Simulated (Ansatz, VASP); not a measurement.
## Pt3Rh in VASP and in Ansatz

File INCAR:

```
SYSTEM = Pt3Rh
PREC     = Accurate       ! precision mode
ENCUT    = 530            ! plane-wave cutoff, eV
EDIFF    = 1E-7           ! SCF threshold, eV
ISMEAR   = 0              ! smearing method
SIGMA    = 0.1            ! smearing width, eV
LREAL    = .False.        ! projectors in reciprocal space
LASPH    = .True.         ! aspherical terms in the spheres
NELM     = 120            ! most SCF steps
ALGO     = Normal         ! electronic algorithm
ISIF     = 3              ! what is computed and relaxed
LWAVE    = .False.        ! write WAVECAR
LCHARG   = .False.        ! write CHGCAR
GGA      = CA             ! functional
IBRION   = 2              ! ionic algorithm
NSW      = 70             ! ionic steps
EDIFFG   = -0.005         ! ionic threshold
GGA_COMPAT= .False.      
NELMIN   = 4
```

KPOINTS

```
regular mesh
0
Gamma
  12 12 12
  0 0 0
```

POSCAR

```
Pt3Rh
1.0
    3.9354137973      0.0000000000      0.0000000000
    0.0000000000      3.9354137973      0.0000000000
    0.0000000000      0.0000000000      3.9354137973
Rh Pt
1 3
Direct
    0.5000000000      0.5000000000      0.5000000000
    0.5000000000      0.0000000000      0.0000000000
    0.0000000000      0.5000000000      0.0000000000
    0.0000000000      0.0000000000      0.5000000000
```

Input for Ansatz:

```yaml
crystal:
  lattice:
    - [3.9354137973, 0.0, 0.0]
    - [0.0, 3.9354137973, 0.0]
    - [0.0, 0.0, 3.9354137973]
  atoms:
    - { symbol: Rh, position: [0.5, 0.5, 0.5] }
    - { symbol: Pt, position: [0.5, 0.0, 0.0] }
    - { symbol: Pt, position: [0.0, 0.5, 0.0] }
    - { symbol: Pt, position: [0.0, 0.0, 0.5] }
basis:
  ecutwfc: 420
kpoints:
  mp_grid: { grid: [12, 12, 12] }
hamiltonian:
  xc: lda
scf:
  occupations: { method: gaussian, width: 0.1 }
output:
  forces: true
  stress: true
  eigenvalues: true
relax:
  adjacent_minimum: "off"
  f_tol: 0.005
  max_steps: 50
  cell: { stress_tol: 0.05 }
```

Alike in both runs: task relaxation of cell and atoms; functional LDA; k mesh 12 × 12 × 12; occupations gaussian, width 0.1 eV; no spin polarisation.

|  | VASP | Ansatz |
| --- | --- | --- |
| version | VASP 6.6.1 | Ansatz 0.2.0 |
| potentials or method | VASP PAW LDA potentials, release 64 (Rh_sv_GW, Pt_sv_GW), cutoff 530 eV | scalar-relativistic, plane waves, PAW |
| valence electrons in the cell | 71 | 71 |

Ansatz gave:

```
gap on the k mesh at the Fermi level, each at its own relaxed structure (eV) : none
relaxed volume (Å³/atom)                                                     : 14.37
relaxed cell length with the largest relative difference (Å)                 : 3.859
```

**Question.** Which values does VASP return?

**Answer.** gap on the k mesh at the Fermi level, each at its own relaxed structure (eV): none; relaxed volume (Å³/atom): 14.32; relaxed cell length with the largest relative difference (Å): 3.855.

LDA's correlation is that of Perdew and Zunger in VASP and of Perdew and Wang (1992) in Ansatz. A gap of «none» marks a metal or a gap that the smearing closes.

Neither program's run includes spin-orbit coupling.
